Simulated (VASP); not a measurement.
# SnTe (NiAs type) (P6_3/mmc) in VASP: notebook, part 2 of 2

VASP 6.6.1.

### Step 3. Single point, PBE

Input file INCAR:

```
PREC = Accurate ; ENCUT = 520
EDIFF = 1E-6 ; ISMEAR = -1
SIGMA = 0.05 ; LREAL = False
LASPH = True ; NELM = 100
ALGO = Normal ; ISIF = 2
LWAVE = False ; LCHARG = False
GGA = PE ; NBANDS = 28
```

Input file KPOINTS:

```
regular mesh
0
Gamma
  9 9 5
```

Input file POSCAR:

```
SnTe
1.0
    4.4364687529      0.0000000000      0.0000000000
   -2.2182343765      3.8420946431      0.0000000000
    0.0000000000      0.0000000000      7.8564010131
Sn Te
2 2
Direct
    0.0000000000      0.0000000000      0.0000000000
    0.0000000000      0.0000000000      0.5000000000
    0.3333333333      0.6666666667      0.2500000000
    0.6666666667      0.3333333333      0.7500000000
```

Potentials or basis: VASP PAW PBE potentials, release 64 (Sn_d, Te).

Launch:

```bash
cat potpaw_PBE.64/Sn_d/POTCAR potpaw_PBE.64/Te/POTCAR > POTCAR
mpirun -np 1 vasp_std > vasp.out
```

OUTCAR:

```text
PREC = Accurate
   ENCUT = 520
   EDIFF = 1E-6
   ISMEAR = -1
   LREAL = False
   LASPH = True
   NELM = 100
   ISIF = 2
   GGA = PE

 ion  position               nearest neighbor table
   1  0.000  0.000  0.000-   3 3.23   4 3.23   4 3.23   3 3.23   4 3.23   3 3.23
   2  0.000  0.000  0.500-   3 3.23   4 3.23   4 3.23   3 3.23   4 3.23   3 3.23
   3  0.333  0.667  0.250-   1 3.23   2 3.23   1 3.23   2 3.23   1 3.23   2 3.23
   4  0.667  0.333  0.750-   1 3.23   2 3.23   1 3.23   2 3.23   1 3.23   2 3.23

  LATTYP: Found a hexagonal cell.
 ALAT       =     4.4364687529
 C/A-ratio  =     1.7708681049

  Lattice vectors:

 A1 = (   4.4364687529,   0.0000000000,   0.0000000000)
 A2 = (  -2.2182343765,   3.8420946431,   0.0000000000)
 A3 = (   0.0000000000,   0.0000000000,   7.8564010131)

Analysis of symmetry for initial positions (statically):
=====================================================================
 Subroutine PRICEL returns:
 Original cell was already a primitive cell.

 Routine SETGRP: Setting up the symmetry group for a
 hexagonal supercell.

 Subroutine GETGRP returns: Found 24 space group operations
 (whereof 12 operations were pure point group operations)
 out of a pool of 24 trial point group operations.

The static configuration has the point symmetry D_3d.
 The point group associated with its full space group is D_6h.

Analysis of symmetry for dynamics (positions and initial velocities):
=====================================================================
 Subroutine PRICEL returns:
 Original cell was already a primitive cell.

 Routine SETGRP: Setting up the symmetry group for a
 hexagonal supercell.

 Subroutine GETGRP returns: Found 24 space group operations
 (whereof 12 operations were pure point group operations)
 out of a pool of 24 trial point group operations.

The dynamic configuration has the point symmetry D_3d.
 The point group associated with its full space group is D_6h.
[... 115 lines left out ...]
   NUPDOWN=      -1.0000    fix difference up-down
   EMIN   =  10.00;   EMAX   =-10.00  energy-range for DOS
   EFERMI =   0.00;   METHOD = LEGACY
   ISMEAR =    -1;   SIGMA  =   0.05  broadening in eV -4-tet -1-fermi 0-gaus
   EFERMI_NEDOS =   21; number of points for ismear=-14 and -15
   IALGO  =     38    algorithm
   IMIX   =      4    mixing-type and parameters
     AMIX     =   0.40;   BMIX     =  1.00
     AMIX_MAG =   1.60;   BMIX_MAG =  1.00
  volume/ion in A,a.u.               =      33.48       225.93
  Fermi-wavevector in a.u.,A,eV,Ry     =   1.094339  2.068000 16.294029  1.197577
  Thomas-Fermi vector in A             =   2.230642
   LORBIT       =      0    0 simple, 1 ext, 2 COOP (PROOUT), +10 PAW based schemes
   GGA     = PE    functional components
   LHFCALC =     F    Hartree Fock is set to
   AEXX    =    0.0000 exact exchange contribution
   IVDW    =     0    specifies the selected vdW correction
   LEPSILON=     F    determine dielectric tensor
   LRPA    =     F    only Hartree local field effects (RPA)
 non-spin polarized calculation
  energy-cutoff  :      520.00
  volume of cell :      133.91
 maximum number of plane-waves:      3627
 NGX is ok and might be reduce to    36
   NGX = 17   NGY = 17   NGZ = 29

 number of electron      40.0000003 magnetization

 Free energy of the ion-electron system (eV)
  ---------------------------------------------------
  ext. energy  EPLUGINS =         0.00000000
  ---------------------------------------------------
  free energy    TOTEN  =       -14.92894873 eV

  energy without entropy =      -14.92218502  energy(sigma->0) =      -14.92556688

 E-fermi :   6.2064     XC(G=0):  -9.1822

 val. band max:        6.1282523301   @ k =   0.4444   0.0000   0.0000
 cond. band min:       6.2570574610   @ k =   0.3333   0.3333   0.4000
 fundamental gap:      0.1288051309
 Fermi energy:         6.2063833422

 k-point     1 :       0.0000    0.0000    0.0000
  band No.  band energies     occupation
      1     -15.7519      2.00000
      2     -15.7467      2.00000
      3     -15.7466      2.00000
      4     -15.7431      2.00000
      5     -15.7431      2.00000
      6     -15.7379      2.00000
[... 733 lines left out ...]
     27      11.8290      0.00000
     28      11.8290      0.00000

 [... further k-points ...]
[... 5 lines left out ...]
  --------------------------------------------------------------------------------------
  -------------------------------------------------------------------------------------
  Total       -0.0418360     -0.0418360     -0.0175896      0.0000000      0.0000000      0.0000000
  in kB       -0.5005323     -0.5005323     -0.2104441      0.0000000      0.0000000      0.0000000
  external PRESSURE =      -0.4038362 kB  Pullay stress =       0.0000000 kB

 VOLUME and BASIS-vectors are now :
 -----------------------------------------------------------------------------
  energy-cutoff  :      520.00
  volume of cell :      133.91
      direct lattice vectors                 reciprocal lattice vectors
     4.436468753  0.000000000  0.000000000     0.225404495  0.130137346  0.000000000
    -2.218234376  3.842094643  0.000000000     0.000000000  0.260274692  0.000000000
     0.000000000  0.000000000  7.856401013     0.000000000  0.000000000  0.127284745

 POSITION                                       TOTAL-FORCE (eV/Angst)
 -----------------------------------------------------------------------------------
      0.00000      0.00000      0.00000        -0.000000     -0.000000      0.000000
      0.00000      0.00000      3.92820        -0.000000     -0.000000      0.000000
     -0.00000      2.56140      1.96410        -0.000000      0.000000     -0.000000
      2.21823      1.28070      5.89230         0.000000     -0.000000      0.000000
 -----------------------------------------------------------------------------------
    total drift:                               -0.000000      0.000000      0.000000

  FREE ENERGIE OF THE ION-ELECTRON SYSTEM (eV)
  ---------------------------------------------------
  free  energy   TOTEN  =       -14.9289487322 eV

  energy  without entropy=      -14.9221850192  energy(sigma->0) =      -14.92556688
```

OSZICAR:

```text
N       E                     dE             d eps       ncg     rms          rms(c)
DAV:   1     0.332987986747E+03    0.33299E+03   -0.18421E+04  2032   0.164E+03
DAV:   2     0.279462642309E+02   -0.30504E+03   -0.29751E+03  2052   0.425E+02
DAV:   3    -0.130992088734E+02   -0.41045E+02   -0.40140E+02  2452   0.142E+02
DAV:   4    -0.150072303546E+02   -0.19080E+01   -0.18982E+01  2360   0.316E+01
DAV:   5    -0.150782242762E+02   -0.70994E-01   -0.70982E-01  2796   0.635E+00    0.577E+00
DAV:   6    -0.149260207584E+02    0.15220E+00   -0.34846E-01  2436   0.324E+00    0.381E+00
DAV:   7    -0.149307014050E+02   -0.46806E-02   -0.15204E-01  2384   0.148E+00    0.793E-01
DAV:   8    -0.149283533464E+02    0.23481E-02   -0.22497E-02  2232   0.903E-01    0.408E-01
DAV:   9    -0.149289865342E+02   -0.63319E-03   -0.15608E-03  2132   0.232E-01    0.900E-02
DAV:  10    -0.149289324384E+02    0.54096E-04   -0.22286E-04  2540   0.975E-02    0.461E-02
DAV:  11    -0.149289485055E+02   -0.16067E-04   -0.70955E-05  2084   0.579E-02    0.364E-02
DAV:  12    -0.149289487322E+02   -0.22672E-06   -0.46967E-06  1968   0.195E-02
   1 F= -.14928949E+02 E0= -.14925567E+02  d E =-.676371E-02
```

stdout:

```text
POSCAR found type information on POSCAR SnTe
 POSCAR found :  2 types and       4 ions
 scaLAPACK will be used
 LDA part: xc-table for (Slater+PW92), standard interpolation
 POSCAR, INCAR and KPOINTS ok, starting setup
 FFT: planning ... GRIDC
 FFT: planning ... GRID_SOFT
 FFT: planning ... GRID
 WAVECAR not read
 entering main loop
```

Run time: 82 s. Hardware: 1 thread of Intel Xeon Platinum 8488C (Sapphire Rapids), shared host; peak memory 0.33 GiB.

What came out:

```
Free energy            : -14.9289 eV
Pressure               : 0.0 GPa
Band gap on the k mesh : zero (band 20 reaches 6.66 eV, above the bottom of band 21 at 6.13 eV)
```

Levels at points of the mesh, in eV from the Fermi level:
| k point | band 18 | band 19 | band 20 | band 21 | band 22 | band 23 |
| --- | --- | --- | --- | --- | --- | --- |
| (0.00, 0.00, 0.00) | -1.45 | -1.45 | -0.08 | 0.63 | 1.59 | 1.59 |

Caveat: spin-orbit coupling is left out, which moves the levels of the heavy elements.
